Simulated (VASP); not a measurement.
# GaP (F-43m) in VASP: notebook, part 2 of 3

VASP 6.6.1. Earlier steps stand in the parts before.

## Step 3: Electric field gradients, PBEsol (volume scaled by 0.96)

INCAR

```
SYSTEM = GaP
  PREC = Accurate
  ENCUT = 520
  EDIFF = 1E-8
  ISMEAR = -1
  SIGMA = 0.08
  LREAL = .FALSE.
  LASPH = .TRUE.
  NELM = 80
  ALGO = Normal
  ISIF = 2
  LWAVE = .FALSE.
  LCHARG = .FALSE.
  GGA = PS
  LEFG = .TRUE.
  NBANDS = 16
```

KPOINTS

```
regular mesh
0
G
  12 12 12
  0 0 0
```

POSCAR

```
GaP
1.0
    0.0000000000      2.6884177822      2.6884177822
    2.6884177822      0.0000000000      2.6884177822
    2.6884177822      2.6884177822      0.0000000000
Ga P
1 1
Direct
    0.0000000000      0.0000000000      0.0000000000
    0.7500000000      0.7500000000      0.7500000000
```

Potentials or basis: VASP PAW PBE potentials, release 64 (Ga_d, P).

Launch:

```console
> cat potpaw_PBE.64/Ga_d/POTCAR potpaw_PBE.64/P/POTCAR > POTCAR
> mpirun -np 1 vasp_std > vasp.out
```

OUTCAR:

```text
SYSTEM = GaP
   PREC = Accurate
   ENCUT = 520
   EDIFF = 1E-8
   ISMEAR = -1
   LREAL = .FALSE.
   LASPH = .TRUE.
   NELM = 80
   ISIF = 2
   GGA = PS

 ion  position               nearest neighbor table
   1  0.000  0.000  0.000-   2 2.33   2 2.33   2 2.33   2 2.33
   2  0.750  0.750  0.750-   1 2.33   1 2.33   1 2.33   1 2.33

  LATTYP: Found a face centered cubic cell.
 ALAT       =     5.3768355644

  Lattice vectors:

 A1 = (   0.0000000000,   2.6884177822,   2.6884177822)
 A2 = (   2.6884177822,   0.0000000000,   2.6884177822)
 A3 = (   2.6884177822,   2.6884177822,   0.0000000000)

Analysis of symmetry for initial positions (statically):
[... 5 lines left out ...]
 face centered cubic supercell.

 Subroutine GETGRP returns: Found 24 space group operations
 (whereof 24 operations were pure point group operations)
 out of a pool of 48 trial point group operations.

The static configuration has the point symmetry T_d .

Analysis of symmetry for dynamics (positions and initial velocities):
[... 5 lines left out ...]
 face centered cubic supercell.

 Subroutine GETGRP returns: Found 24 space group operations
 (whereof 24 operations were pure point group operations)
 out of a pool of 48 trial point group operations.

The dynamic configuration has the point symmetry T_d .

 Subroutine INISYM returns: Found 24 space group operations
 (whereof 24 operations are pure point group operations),
 and found     1 'primitive' translations

----------------------------------------------------------------------------------------

                                     Primitive cell

  volume of cell :      38.8616

  direct lattice vectors                    reciprocal lattice vectors
     0.000000000  2.688417782  2.688417782    -0.185982998  0.185982998  0.185982998
     2.688417782  0.000000000  2.688417782     0.185982998 -0.185982998  0.185982998
     2.688417782  2.688417782  0.000000000     0.185982998  0.185982998 -0.185982998

  length of vectors
     3.801996889  3.801996889  3.801996889     0.322132003  0.322132003  0.322132003

  position of ions in fractional coordinates (direct lattice)
     0.000000000  0.000000000  0.000000000
     0.750000000  0.750000000  0.750000000

  ion indices of the primitive-cell ions
   primitive index   ion index
                 1           1
                 2           2

----------------------------------------------------------------------------------------

 KPOINTS: regular mesh

Automatic generation of k-mesh.
 Grid dimensions read from file:
 generate k-points for:   12   12   12

 Generating k-lattice:

  Cartesian coordinates                     Fractional coordinates (reciprocal lattice)
    -0.015498583  0.015498583  0.015498583     0.083333333  0.000000000  0.000000000
     0.015498583 -0.015498583  0.015498583     0.000000000  0.083333333  0.000000000
     0.015498583  0.015498583 -0.015498583     0.000000000  0.000000000  0.083333333

  Length of vectors
     0.026844334  0.026844334  0.026844334
[... 52 lines left out ...]
   ENCUT  =  520.0 eV  38.22 Ry    6.18 a.u.   7.07  7.07  7.07*2*pi/ulx,y,z
   NELM   =     80;   NELMIN=  2; NELMDL= -5     # of ELM steps
   EDIFF  = 0.1E-07   stopping-criterion for ELM
   LREAL  =      F    real-space projection
   EDIFFG = 0.1E-06   stopping-criterion for IOM
   NSW    =      0    number of steps for IOM
   IBRION =     -1    ionic relax: 0-MD 1-quasi-New 2-CG
   NFREE  =      0    steps in history (QN), initial steepest desc. (CG)
   ISIF   =      2    stress and relaxation
   ISYM   =      2    0-nonsym 1-usesym 2-fastsym
   POTIM  = 0.5000    time-step for ionic-motion
   TEBEG  =    0.0;   TEEND  =   0.0 temperature during run
   PSTRESS=    0.0 pullay stress
   NELECT =      18.0000    total number of electrons
   NUPDOWN=      -1.0000    fix difference up-down
   EMIN   =  10.00;   EMAX   =-10.00  energy-range for DOS
   EFERMI =   0.00;   METHOD = LEGACY
   ISMEAR =    -1;   SIGMA  =   0.08  broadening in eV -4-tet -1-fermi 0-gaus
   EFERMI_NEDOS =   21; number of points for ismear=-14 and -15
   IALGO  =     38    algorithm
   IMIX   =      4    mixing-type and parameters
     AMIX     =   0.40;   BMIX     =  1.00
     AMIX_MAG =   1.60;   BMIX_MAG =  1.00
  volume/ion in A,a.u.               =      19.43       131.13
  Fermi-wavevector in a.u.,A,eV,Ry     =   1.266657  2.393634 21.829447  1.604419
  Thomas-Fermi vector in A             =   2.399846
   LORBIT       =      0    0 simple, 1 ext, 2 COOP (PROOUT), +10 PAW based schemes
   GGA     = PS    functional components
   LHFCALC =     F    Hartree Fock is set to
   AEXX    =    0.0000 exact exchange contribution
   IVDW    =     0    specifies the selected vdW correction
   LEPSILON=     F    determine dielectric tensor
   LRPA    =     F    only Hartree local field effects (RPA)
 non-spin polarized calculation
  energy-cutoff  :      520.00
  volume of cell :       38.86
 maximum number of plane-waves:      1063
   NGX = 15   NGY = 15   NGZ = 15

 number of electron      17.9999992 magnetization

 Free energy of the ion-electron system (eV)
  ---------------------------------------------------
  ext. energy  EPLUGINS =         0.00000000
  ---------------------------------------------------
  free energy    TOTEN  =        -9.91130627 eV

  energy without entropy =       -9.91130274  energy(sigma->0) =       -9.91130450

 E-fermi :   5.6851     XC(G=0): -10.2077

 val. band max:        4.9937674083   @ k =   0.0000   0.0000   0.0000
 cond. band min:       6.3894972431   @ k =   0.4167   0.4167   0.0000
 fundamental gap:      1.3957298347
 Fermi energy:         5.6851378890

 k-point     1 :       0.0000    0.0000    0.0000
  band No.  band energies     occupation
      1      -9.6230      2.00000
      2      -9.6230      2.00000
      3      -9.6230      2.00000
      4      -9.5091      2.00000
      5      -9.5091      2.00000
      6      -7.8466      2.00000
[... 433 lines left out ...]
      3      -9.5828      2.00000
      4      -9.5091      2.00000
      5      -9.5023      2.00000
      6      -5.3869      2.00000
[... 8 lines left out ...]
     15      15.4075      0.00000
     16      17.0359      0.00000

 [... further k-points ...]
[... 5 lines left out ...]
  --------------------------------------------------------------------------------------
  -------------------------------------------------------------------------------------
  Total        0.7432458      0.7432458      0.7432458      0.0000000      0.0000000     -0.0000000
  in kB       30.6424006     30.6424006     30.6424006      0.0000000      0.0000000     -0.0000000
  external PRESSURE =      30.6424006 kB  Pullay stress =       0.0000000 kB

 VOLUME and BASIS-vectors are now :
 -----------------------------------------------------------------------------
  energy-cutoff  :      520.00
  volume of cell :       38.86
      direct lattice vectors                 reciprocal lattice vectors
     0.000000000  2.688417782  2.688417782    -0.185982998  0.185982998  0.185982998
     2.688417782  0.000000000  2.688417782     0.185982998 -0.185982998  0.185982998
     2.688417782  2.688417782  0.000000000     0.185982998  0.185982998 -0.185982998

 POSITION                                       TOTAL-FORCE (eV/Angst)
 -----------------------------------------------------------------------------------
      0.00000      0.00000      0.00000         0.000000      0.000000      0.000000
      4.03263      4.03263      4.03263        -0.000000     -0.000000     -0.000000
 -----------------------------------------------------------------------------------
    total drift:                               -0.000000     -0.000000     -0.000000

  FREE ENERGIE OF THE ION-ELECTRON SYSTEM (eV)
  ---------------------------------------------------
  free  energy   TOTEN  =        -9.9113062707 eV

  energy  without entropy=       -9.9113027366  energy(sigma->0) =       -9.91130450

 Electric field gradients (V/A^2)
---------------------------------------------------------------------
 ion       V_xx      V_yy      V_zz      V_xy      V_xz      V_yz
---------------------------------------------------------------------
   1      -0.000    -0.000     0.000    -0.000    -0.000    -0.000
   2      -0.000     0.000    -0.000     0.000     0.000     0.000
---------------------------------------------------------------------

 Electric field gradients after diagonalization (V/A^2)
 (convention: |V_zz| > |V_xx| > |V_yy|)
----------------------------------------------------------------------
 ion       V_xx      V_yy      V_zz     asymmetry (V_yy - V_xx)/ V_zz
----------------------------------------------------------------------
   1       0.000     0.000    -0.000       0.000
   2      -0.000    -0.000     0.000       0.000
----------------------------------------------------------------------

           NMR quadrupolar parameters

 Cq : quadrupolar parameter    Cq=e*Q*V_zz/h
 eta: asymmetry parameters     (V_yy - V_xx)/ V_zz
 Q  : nuclear electric quadrupole moment in mb (millibarn)
----------------------------------------------------------------------
 ion       Cq(MHz)       eta       Q (mb)
----------------------------------------------------------------------
   1      -0.000       0.000       1.000
   2       0.000       0.000       1.000
----------------------------------------------------------------------
```

Wall time 24 s (1 thread of AMD EPYC 9R45 (Zen 5), shared host); peak memory 0.15 GiB.

What came out:

* Free energy: -9.9113 eV
* Pressure: 3.1 GPa
* Band gap on the k mesh: 1.40 eV, indirect (least direct gap 2.09 eV)

Caveat: without QUAD_EFG the Cq values of the log hold for a quadrupole moment of 1 mb, not for the nuclei; the PAW data sets were made with another functional, which shifts forces and pressure a little.

## Step 4: Electric field gradients, PBEsol (volume scaled by 0.96)

INCAR

```
  ALGO = Normal
  EDIFF = 1E-8
  ENCUT = 520
  GGA = PS
  ISIF = 2
  ISMEAR = -1
  LASPH = True
  LCHARG = False
  LEFG = True
  LREAL = False
  LWAVE = False
  NBANDS = 16
  NELM = 60
  PREC = Accurate
  SIGMA = 0.08
```

KPOINTS

```
k-points
0
Gamma
  12 12 12
```

POSCAR is that of step 3.

Potentials or basis: VASP PAW PBE potentials, release 64 (Ga_d, P).

Launch:

```console
> cat potpaw_PBE.64/Ga_d/POTCAR potpaw_PBE.64/P/POTCAR > POTCAR
> mpirun -np 1 vasp_std > vasp.out
```

OUTCAR:

```text
EDIFF = 1E-8
   ENCUT = 520
   GGA = PS
   ISIF = 2
   ISMEAR = -1
   LASPH = True
   LREAL = False
   NELM = 60
   PREC = Accurate

 ion  position               nearest neighbor table
   1  0.000  0.000  0.000-   2 2.33   2 2.33   2 2.33   2 2.33
   2  0.750  0.750  0.750-   1 2.33   1 2.33   1 2.33   1 2.33

  LATTYP: Found a face centered cubic cell.
 ALAT       =     5.3768355644

  Lattice vectors:

 A1 = (   0.0000000000,   2.6884177822,   2.6884177822)
 A2 = (   2.6884177822,   0.0000000000,   2.6884177822)
[... 668 lines left out ...]
  free  energy   TOTEN  =        -9.9113062707 eV

  energy  without entropy=       -9.9113027366  energy(sigma->0) =       -9.91130450

 Electric field gradients (V/A^2)
---------------------------------------------------------------------
 ion       V_xx      V_yy      V_zz      V_xy      V_xz      V_yz
---------------------------------------------------------------------
   1      -0.000    -0.000     0.000    -0.000    -0.000    -0.000
   2      -0.000     0.000    -0.000     0.000     0.000     0.000
---------------------------------------------------------------------

 Electric field gradients after diagonalization (V/A^2)
 (convention: |V_zz| > |V_xx| > |V_yy|)
----------------------------------------------------------------------
 ion       V_xx      V_yy      V_zz     asymmetry (V_yy - V_xx)/ V_zz
----------------------------------------------------------------------
   1       0.000     0.000    -0.000       0.000
   2      -0.000    -0.000     0.000       0.000
----------------------------------------------------------------------

           NMR quadrupolar parameters

 Cq : quadrupolar parameter    Cq=e*Q*V_zz/h
 eta: asymmetry parameters     (V_yy - V_xx)/ V_zz
 Q  : nuclear electric quadrupole moment in mb (millibarn)
----------------------------------------------------------------------
 ion       Cq(MHz)       eta       Q (mb)
----------------------------------------------------------------------
   1      -0.000       0.000       1.000
   2       0.000       0.000       1.000
----------------------------------------------------------------------
```

stdout:

```text
POSCAR found type information on POSCAR GaP
 POSCAR found :  2 types and       2 ions
 scaLAPACK will be used
 -----------------------------------------------------------------------------
|                                                                             |
|                                                                             |
|     You enforced a specific xc type in the INCAR file but a different       |
|     I HOPE YOU KNOW WHAT YOU ARE DOING!                                     |
|                                                                             |
 -----------------------------------------------------------------------------

 LDA part: xc-table for (Slater+PW92), standard interpolation
 POSCAR, INCAR and KPOINTS ok, starting setup
 FFT: planning ... GRIDC
 FFT: planning ... GRID_SOFT
 FFT: planning ... GRID
 WAVECAR not read
 entering main loop
ion   1

ion   2
```

It took 24 s on 1 thread of AMD EPYC 9R45 (Zen 5), shared host; peak memory 0.15 GiB.

What came out:

| Item | Value |
| --- | --- |
| Free energy | -9.9113 eV |
| Pressure | 3.1 GPa |
| Band gap on the k mesh | 1.40 eV, indirect (least direct gap 2.09 eV) |

Levels at points of the mesh, in eV from the valence-band top:
```tsv
k point	band 5	band 6	band 7	band 8	band 9	band 10	band 11	band 12	band 13	band 14
(0.00, 0.00, 0.00)	-14.50	-12.84	0.00	0.00	0.00	2.09	3.81	3.81	3.81	8.75
(0.50, 0.00, 0.00)	-14.49	-10.61	-6.94	-1.19	-1.19	1.71	4.64	4.64	8.16	11.04
(0.50, 0.50, 0.00)	-14.48	-9.64	-7.01	-2.86	-2.86	1.43	1.67	10.86	10.86	11.46
```

Caveat: without QUAD_EFG the Cq values of the log hold for a quadrupole moment of 1 mb, not for the nuclei; the PAW data sets were made with another functional, which shifts forces and pressure a little. A k mesh can miss the band edges.

(Part 2 of 3 ends here.)
